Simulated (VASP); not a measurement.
# Ag (P6_3/mmc) in VASP: a series of runs

Runs on Ag. Level: PBE. Tasks: single point.

All numbers are computed with VASP 6.6.1; they aren't measurements. Logs are shortened: lines on timing, memory, paths and dates and some standing lists are left out, and cuts for length are marked.

**1. The cell of the first run**

It takes space group P6_3/mmc (No. 194, hexagonal). Conventional cell: a = 2.690 Å, b = 2.690 Å, c = 4.444 Å, α = 90.00°, β = 90.00°, γ = 120.00°. Within 3.5 Å of Ag (site symmetry -6m2) lie 12 Ag at 2.69 to 2.71 Å.

**2. Single point, PBE**

The input, INCAR:

```
SYSTEM = Ag
PREC = Accurate ; ENCUT = 520
EDIFF = 1E-6 ; ISMEAR = -1
SIGMA = 0.05 ; LREAL = .False.
LASPH = .True. ; NELM = 60
ALGO = Normal ; ISIF = 2
LWAVE = .False. ; LCHARG = .False.
GGA = PE ; NBANDS = 18
```

The input, KPOINTS:

```
regular mesh
0
Gamma
  15 15 8
  0 0 0
```

The input, POSCAR:

```
Ag
1.0
    2.6902416418      0.0000000000      0.0000000000
   -1.3451208209      2.3298176041      0.0000000000
    0.0000000000      0.0000000000      4.4440742541
Ag
2
Direct
    0.3333333333      0.6666666667      0.2500000000
    0.6666666667      0.3333333333      0.7500000000
```

Potentials or basis: VASP PAW PBE potentials, release 64 (Ag).

On the command line:

```sh
> cat potpaw_PBE.64/Ag/POTCAR > POTCAR
> mpirun -np 1 vasp_std > vasp.out
```

OUTCAR:

```text
SYSTEM = Ag
   PREC = Accurate
   ENCUT = 520
   EDIFF = 1E-6
   ISMEAR = -1
   LREAL = .False.
   LASPH = .True.
   NELM = 60
   ISIF = 2
   GGA = PE

 ion  position               nearest neighbor table
   1  0.333  0.667  0.250-   2 2.71   2 2.71   2 2.71   2 2.71   2 2.71   2 2.71
   2  0.667  0.333  0.750-   1 2.71   1 2.71   1 2.71   1 2.71   1 2.71   1 2.71

  LATTYP: Found a hexagonal cell.
 ALAT       =     2.6902416418
 C/A-ratio  =     1.6519238217

  Lattice vectors:

 A1 = (   2.6902416418,   0.0000000000,   0.0000000000)
 A2 = (  -1.3451208209,   2.3298176041,   0.0000000000)
 A3 = (   0.0000000000,   0.0000000000,   4.4440742541)

Analysis of symmetry for initial positions (statically):
=====================================================================
 Subroutine PRICEL returns:
 Original cell was already a primitive cell.

 Routine SETGRP: Setting up the symmetry group for a
 hexagonal supercell.

 Subroutine GETGRP returns: Found 24 space group operations
 (whereof 12 operations were pure point group operations)
 out of a pool of 24 trial point group operations.

The static configuration has the point symmetry D_3d.
 The point group associated with its full space group is D_6h.

Analysis of symmetry for dynamics (positions and initial velocities):
=====================================================================
 Subroutine PRICEL returns:
 Original cell was already a primitive cell.

 Routine SETGRP: Setting up the symmetry group for a
 hexagonal supercell.

 Subroutine GETGRP returns: Found 24 space group operations
 (whereof 12 operations were pure point group operations)
 out of a pool of 24 trial point group operations.

The dynamic configuration has the point symmetry D_3d.
 The point group associated with its full space group is D_6h.

 Subroutine INISYM returns: Found 24 space group operations
 (whereof 12 operations are pure point group operations),
 and found     1 'primitive' translations

----------------------------------------------------------------------------------------

                                     Primitive cell

  volume of cell :      27.8544

  direct lattice vectors                    reciprocal lattice vectors
     2.690241642  0.000000000  0.000000000     0.371713821  0.214609075  0.000000000
    -1.345120821  2.329817604  0.000000000     0.000000000  0.429218149  0.000000000
     0.000000000  0.000000000  4.444074254     0.000000000  0.000000000  0.225018742

  length of vectors
     2.690241642  2.690241642  4.444074254     0.429218149  0.429218149  0.225018742

  position of ions in fractional coordinates (direct lattice)
     0.333333333  0.666666667  0.250000000
     0.666666667  0.333333333  0.750000000

  ion indices of the primitive-cell ions
   primitive index   ion index
                 1           1
                 2           2

----------------------------------------------------------------------------------------

 KPOINTS: regular mesh

Automatic generation of k-mesh.
 Grid dimensions read from file:
 generate k-points for:   15   15    8

 Generating k-lattice:

  Cartesian coordinates                     Fractional coordinates (reciprocal lattice)
     0.024780921  0.014307272  0.000000000     0.066666667  0.000000000  0.000000000
     0.000000000  0.028614543  0.000000000     0.000000000  0.066666667  0.000000000
     0.000000000  0.000000000  0.028127343     0.000000000  0.000000000  0.125000000

  Length of vectors
     0.028614543  0.028614543  0.028127343

  Shift w.r.t. Gamma in fractional coordinates (k-lattice)
     0.000000000  0.000000000  0.000000000

 Subroutine IBZKPT returns following result:
 ===========================================

 Found    135 irreducible k-points:

 Following reciprocal coordinates:
            Coordinates               Weight
  0.000000  0.000000  0.000000      1.000000
  0.066667 -0.000000  0.000000      6.000000
  0.133333  0.000000  0.000000      6.000000
  0.200000 -0.000000  0.000000      6.000000
  0.266667  0.000000  0.000000      6.000000
  0.333333  0.000000  0.000000      6.000000
[... 16 lines left out ...]
  0.333333  0.200000  0.000000     12.000000
  0.400000  0.200000  0.000000      6.000000
 [... further k-points ...]
   k-points           NKPTS =    135   k-points in BZ     NKDIM =    135   number of bands    NBANDS=     18
   number of dos      NEDOS =    301   number of ions     NIONS =      2
   total plane-waves  NPLWV =  14400
   dimension x,y,z NGX =    20 NGY =   20 NGZ =   36
   dimension x,y,z NGXF=    40 NGYF=   40 NGZF=   72
   ions per type =               2
   NGX,Y,Z   is equivalent  to a cutoff of  12.36, 12.36, 13.47 a.u.
   NGXF,Y,Z  is equivalent  to a cutoff of  24.72, 24.72, 26.93 a.u.
 SYSTEM =  Ag
   PREC   = accura    normal or accurate (medium, high low for compatibility)
   ISTART =      0    job   : 0-new  1-cont  2-samecut
   ICHARG =      2    charge: 1-file 2-atom 10-const
   ISPIN  =      1    spin polarized calculation?
   LNONCOLLINEAR =      F non collinear calculations
   LSORBIT =      F    spin-orbit coupling
   LASPH  =      T    aspherical Exc in radial PAW
   ENCUT  =  520.0 eV  38.22 Ry    6.18 a.u.   5.00  5.00  8.26*2*pi/ulx,y,z
   NELM   =     60;   NELMIN=  2; NELMDL= -5     # of ELM steps
   EDIFF  = 0.1E-05   stopping-criterion for ELM
   LREAL  =      F    real-space projection
   EDIFFG = 0.1E-04   stopping-criterion for IOM
   NSW    =      0    number of steps for IOM
   IBRION =     -1    ionic relax: 0-MD 1-quasi-New 2-CG
   NFREE  =      0    steps in history (QN), initial steepest desc. (CG)
   ISIF   =      2    stress and relaxation
   ISYM   =      2    0-nonsym 1-usesym 2-fastsym
   POTIM  = 0.5000    time-step for ionic-motion
   TEBEG  =    0.0;   TEEND  =   0.0 temperature during run
   PSTRESS=    0.0 pullay stress
   NELECT =      22.0000    total number of electrons
   NUPDOWN=      -1.0000    fix difference up-down
   EMIN   =  10.00;   EMAX   =-10.00  energy-range for DOS
   EFERMI =   0.00;   METHOD = LEGACY
   ISMEAR =    -1;   SIGMA  =   0.05  broadening in eV -4-tet -1-fermi 0-gaus
   EFERMI_NEDOS =   21; number of points for ismear=-14 and -15
   IALGO  =     38    algorithm
   IMIX   =      4    mixing-type and parameters
     AMIX     =   0.40;   BMIX     =  1.00
     AMIX_MAG =   1.60;   BMIX_MAG =  1.00
  volume/ion in A,a.u.               =      13.93        93.99
  Fermi-wavevector in a.u.,A,eV,Ry     =   1.513274  2.859673 31.157314  2.289998
  Thomas-Fermi vector in A             =   2.623087
   LORBIT       =      0    0 simple, 1 ext, 2 COOP (PROOUT), +10 PAW based schemes
   GGA     = PE    functional components
   LHFCALC =     F    Hartree Fock is set to
   AEXX    =    0.0000 exact exchange contribution
   IVDW    =     0    specifies the selected vdW correction
   LEPSILON=     F    determine dielectric tensor
   LRPA    =     F    only Hartree local field effects (RPA)
 non-spin polarized calculation
  energy-cutoff  :      520.00
  volume of cell :       27.85
 maximum number of plane-waves:       768
 NGX is ok and might be reduce to    20
   NGX =  9   NGY =  9   NGZ = 17

 number of electron      22.0000002 magnetization

 Free energy of the ion-electron system (eV)
  ---------------------------------------------------
  ext. energy  EPLUGINS =         0.00000000
  ---------------------------------------------------
  free energy    TOTEN  =        -4.58322392 eV

  energy without entropy =       -4.57924361  energy(sigma->0) =       -4.58123377

 E-fermi :  11.8466     XC(G=0): -13.4621

 val. band max:       11.8245893218   @ k =   0.4667   0.0667   0.2500
 cond. band min:      11.8555489847   @ k =   0.4000   0.0667   0.5000
 fundamental gap:      0.0309596629
 Fermi energy:        11.8466104501

 k-point     1 :       0.0000    0.0000    0.0000
  band No.  band energies     occupation
      1       2.2030      2.00000
      2       3.7069      2.00000
      3       5.8394      2.00000
      4       6.0185      2.00000
      5       6.0185      2.00000
      6       6.3524      2.00000
[... 10 lines left out ...]
     17      32.6145      0.00000
     18      32.6145      0.00000

 k-point     2 :       0.0667   -0.0000    0.0000
  band No.  band energies     occupation
      1       2.3508      2.00000
      2       3.8038      2.00000
      3       5.7457      2.00000
      4       6.1008      2.00000
      5       6.1108      2.00000
      6       6.3125      2.00000
[... 10 lines left out ...]
     17      31.5336      0.00000
     18      31.8956      0.00000

 k-point     3 :       0.1333    0.0000    0.0000
  band No.  band energies     occupation
      1       2.7723      2.00000
      2       4.0541      2.00000
      3       5.5655      2.00000
      4       6.1483      2.00000
      5       6.3670      2.00000
      6       6.3789      2.00000
[... 10 lines left out ...]
     17      30.1680      0.00000
     18      31.4561      0.00000

 k-point     4 :       0.2000   -0.0000    0.0000
  band No.  band energies     occupation
      1       3.3798      2.00000
      2       4.2993      2.00000
      3       5.4633      2.00000
      4       5.8609      2.00000
      5       6.0464      2.00000
      6       6.5293      2.00000
[... 375 lines left out ...]
      4       5.6381      2.00000
      5       5.7637      2.00000
      6       6.4414      2.00000
[... 10 lines left out ...]
     17      26.6392      0.00000
     18      27.1760      0.00000

 k-point    23 :       0.3333    0.2000    0.0000
  band No.  band energies     occupation
      1       4.3432      2.00000
      2       4.4892      2.00000
      3       4.8309      2.00000
      4       5.7763      2.00000
      5       6.0140      2.00000
      6       6.2393      2.00000
[... 10 lines left out ...]
     17      24.5864      0.00000
     18      26.6129      0.00000

 k-point    24 :       0.4000    0.2000    0.0000
  band No.  band energies     occupation
      1       4.2828      2.00000
      2       4.4410      2.00000
      3       4.8254      2.00000
      4       5.8102      2.00000
      5       6.1388      2.00000
      6       6.1524      2.00000
[... 10 lines left out ...]
     17      23.7745      0.00000
     18      26.4557      0.00000

 [... further k-points ...]
[... 5 lines left out ...]
  --------------------------------------------------------------------------------------
  -------------------------------------------------------------------------------------
  Total        7.8968921      7.8968921      7.9022378      0.0000000     -0.0000000      0.0000000
  in kB      454.2262879    454.2262879    454.5337739      0.0000000     -0.0000000      0.0000000
  external PRESSURE =     454.3287832 kB  Pullay stress =       0.0000000 kB

 VOLUME and BASIS-vectors are now :
 -----------------------------------------------------------------------------
  energy-cutoff  :      520.00
  volume of cell :       27.85
      direct lattice vectors                 reciprocal lattice vectors
     2.690241642  0.000000000  0.000000000     0.371713821  0.214609075  0.000000000
    -1.345120821  2.329817604  0.000000000     0.000000000  0.429218149  0.000000000
     0.000000000  0.000000000  4.444074254     0.000000000  0.000000000  0.225018742

 POSITION                                       TOTAL-FORCE (eV/Angst)
 -----------------------------------------------------------------------------------
     -0.00000      1.55321      1.11102         0.000000      0.000000      0.000000
      1.34512      0.77661      3.33306        -0.000000      0.000000      0.000000
 -----------------------------------------------------------------------------------
    total drift:                               -0.000000      0.000000     -0.000000

  FREE ENERGIE OF THE ION-ELECTRON SYSTEM (eV)
  ---------------------------------------------------
  free  energy   TOTEN  =        -4.5832239219 eV

  energy  without entropy=       -4.5792436091  energy(sigma->0) =       -4.58123377
```

Run time: 30 s. Hardware: 1 thread of AMD EPYC 9R45 (Zen 5), shared host; peak memory 0.15 GiB.

Results:

* Free energy: -4.5832 eV
* Pressure: 45.4 GPa
* Band gap on the k mesh: zero (band 11 reaches 16.40 eV, above the bottom of band 12 at 7.87 eV)

Levels at points of the mesh, in eV from the Fermi level:
| k point | band 7 | band 8 | band 9 | band 10 | band 11 | band 12 | band 13 | band 14 | band 15 | band 16 |
| --- | --- | --- | --- | --- | --- | --- | --- | --- | --- | --- |
| (0.00, 0.00, 0.00) | -5.49 | -4.92 | -4.92 | -3.54 | -3.54 | -1.35 | 4.45 | 15.88 | 17.77 | 18.46 |
| (0.00, 0.00, 0.50) | -5.74 | -5.74 | -3.97 | -3.97 | -3.97 | -3.97 | 12.24 | 12.24 | 16.40 | 16.40 |

**3. Single point, PBE**

This run uses another cell than the first one, of 15.71 Å³/atom, 1.128 times its volume.

The input, INCAR:

```
SYSTEM = Ag
ALGO = Normal
EDIFF = 1E-6
ENCUT = 520
GGA = PE
ISIF = 2
ISMEAR = -1
LASPH = .TRUE.
LCHARG = .FALSE.
LREAL = .FALSE.
LWAVE = .FALSE.
NBANDS = 18
NELM = 60
PREC = Accurate
SIGMA = 0.05
```

The input, KPOINTS:

```
k-points
0
G
  15 15 8
  0 0 0
```

The input, POSCAR:

```
Ag
1.0
    2.7982190965      0.0000000000      0.0000000000
   -1.3991095483      2.4233288230      0.0000000000
    0.0000000000      0.0000000000      4.6343467518
Ag
2
Direct
    0.3333333333      0.6666666667      0.2500000000
    0.6666666667      0.3333333333      0.7500000000
```

Potentials or basis: VASP PAW PBE potentials, release 64 (Ag).

On the command line:

```sh
> cat potpaw_PBE.64/Ag/POTCAR > POTCAR
> mpirun -np 1 vasp_std > vasp.out
```

OUTCAR:

```text
SYSTEM = Ag
   EDIFF = 1E-6
   ENCUT = 520
   GGA = PE
   ISIF = 2
   ISMEAR = -1
   LASPH = .TRUE.
   LREAL = .FALSE.
   NELM = 60
   PREC = Accurate

 ion  position               nearest neighbor table
   1  0.333  0.667  0.250-   2 2.82   2 2.82   2 2.82   2 2.82   2 2.82   2 2.82
   2  0.667  0.333  0.750-   1 2.82   1 2.82   1 2.82   1 2.82   1 2.82   1 2.82

  LATTYP: Found a hexagonal cell.
 ALAT       =     2.7982190965
 C/A-ratio  =     1.6561772299

  Lattice vectors:

 A1 = (   2.7982190965,   0.0000000000,   0.0000000000)
 A2 = (  -1.3991095483,   2.4233288230,   0.0000000000)
 A3 = (   0.0000000000,   0.0000000000,   4.6343467518)

Analysis of symmetry for initial positions (statically):
=====================================================================
 Subroutine PRICEL returns:
 Original cell was already a primitive cell.

 Routine SETGRP: Setting up the symmetry group for a
 hexagonal supercell.

 Subroutine GETGRP returns: Found 24 space group operations
 (whereof 12 operations were pure point group operations)
 out of a pool of 24 trial point group operations.

[... 156 lines left out ...]
 Free energy of the ion-electron system (eV)
  ---------------------------------------------------
  ext. energy  EPLUGINS =         0.00000000
  ---------------------------------------------------
  free energy    TOTEN  =        -5.23984164 eV

  energy without entropy =       -5.23530726  energy(sigma->0) =       -5.23757445

 E-fermi :   9.8407     XC(G=0): -12.7048

 val. band max:        9.6263791891   @ k =   0.2000   0.0667   0.2500
 cond. band min:       9.8834178758   @ k =   0.2667   0.2667   0.0000
 fundamental gap:      0.2570386867
 Fermi energy:         9.8406842834

 k-point     1 :       0.0000    0.0000    0.0000
  band No.  band energies     occupation
      1       1.2298      2.00000
      2       2.6602      2.00000
      3       4.4216      2.00000
      4       4.5829      2.00000
      5       4.5829      2.00000
      6       4.8471      2.00000
[... 481 lines left out ...]
      5       4.6964      2.00000
      6       4.7472      2.00000
[... 10 lines left out ...]
     17      20.8608      0.00000
     18      23.7356      0.00000

 [... further k-points ...]
[... 5 lines left out ...]
  --------------------------------------------------------------------------------------
  -------------------------------------------------------------------------------------
  Total        3.2369895      3.2369895      3.2505151     -0.0000000      0.0000000      0.0000000
  in kB      165.0324267    165.0324267    165.7220032     -0.0000000      0.0000000      0.0000000
  external PRESSURE =     165.2622855 kB  Pullay stress =       0.0000000 kB

 VOLUME and BASIS-vectors are now :
 -----------------------------------------------------------------------------
  energy-cutoff  :      520.00
  volume of cell :       31.43
      direct lattice vectors                 reciprocal lattice vectors
     2.798219097  0.000000000  0.000000000     0.357370158  0.206327757  0.000000000
    -1.399109548  2.423328823  0.000000000     0.000000000  0.412655514  0.000000000
     0.000000000  0.000000000  4.634346752     0.000000000  0.000000000  0.215780142

 POSITION                                       TOTAL-FORCE (eV/Angst)
 -----------------------------------------------------------------------------------
     -0.00000      1.61555      1.15859         0.000000     -0.000000      0.000000
      1.39911      0.80778      3.47576        -0.000000      0.000000      0.000000
 -----------------------------------------------------------------------------------
    total drift:                                0.000000     -0.000000      0.000000

  FREE ENERGIE OF THE ION-ELECTRON SYSTEM (eV)
  ---------------------------------------------------
  free  energy   TOTEN  =        -5.2398416371 eV

  energy  without entropy=       -5.2353072567  energy(sigma->0) =       -5.23757445
```

OSZICAR:

```text
N       E                     dE             d eps       ncg     rms          rms(c)
DAV:   1     0.128902193731E+03    0.12890E+03   -0.11967E+04  4860   0.124E+03
DAV:   2    -0.365019545253E+01   -0.13255E+03   -0.12639E+03  5056   0.276E+02
DAV:   3    -0.578823258772E+01   -0.21380E+01   -0.21310E+01  5592   0.395E+01
DAV:   4    -0.579457822237E+01   -0.63456E-02   -0.63451E-02  5364   0.211E+00
DAV:   5    -0.579462662475E+01   -0.48402E-04   -0.48403E-04  5328   0.196E-01    0.930E+00
DAV:   6    -0.527270845125E+01    0.52192E+00   -0.11295E+00  5006   0.118E+01    0.577E+00
DAV:   7    -0.524648857989E+01    0.26220E-01   -0.26073E-02  5296   0.169E+00    0.291E+00
DAV:   8    -0.523982371920E+01    0.66649E-02   -0.19654E-03  5044   0.334E-01    0.167E-01
DAV:   9    -0.523982989155E+01   -0.61723E-05   -0.12930E-05  5470   0.299E-02    0.263E-02
DAV:  10    -0.523984345850E+01   -0.13567E-04   -0.68295E-06  5312   0.240E-02    0.142E-02
DAV:  11    -0.523984177646E+01    0.16820E-05   -0.98398E-08  2754   0.297E-03    0.659E-04
DAV:  12    -0.523984163714E+01    0.13932E-06   -0.16364E-08  2534   0.112E-03
   1 F= -.52398416E+01 E0= -.52375744E+01  d E =-.453438E-02
```

It took 42 s on 1 thread of AMD EPYC 9R45 (Zen 5), shared host; peak memory 0.17 GiB.

What came out:

```
Free energy            : -5.2398 eV
Pressure               : 16.5 GPa
Band gap on the k mesh : zero (band 11 reaches 14.02 eV, above the bottom of band 12 at 6.08 eV)
```

Levels at points of the mesh, in eV from the Fermi level:
```
           k point  band 7  band 8  band 9  band 10  band 11  band 12  band 13  band 14  band 15  band 16
(0.00, 0.00, 0.00)   -4.99   -4.51   -4.51    -3.40    -3.40    -0.96     3.65    15.74    17.41    18.06
(0.00, 0.00, 0.50)   -5.14   -5.14   -3.76    -3.76    -3.76    -3.76    11.26    11.26    16.14    16.14
```

[end of part 1 of 2]
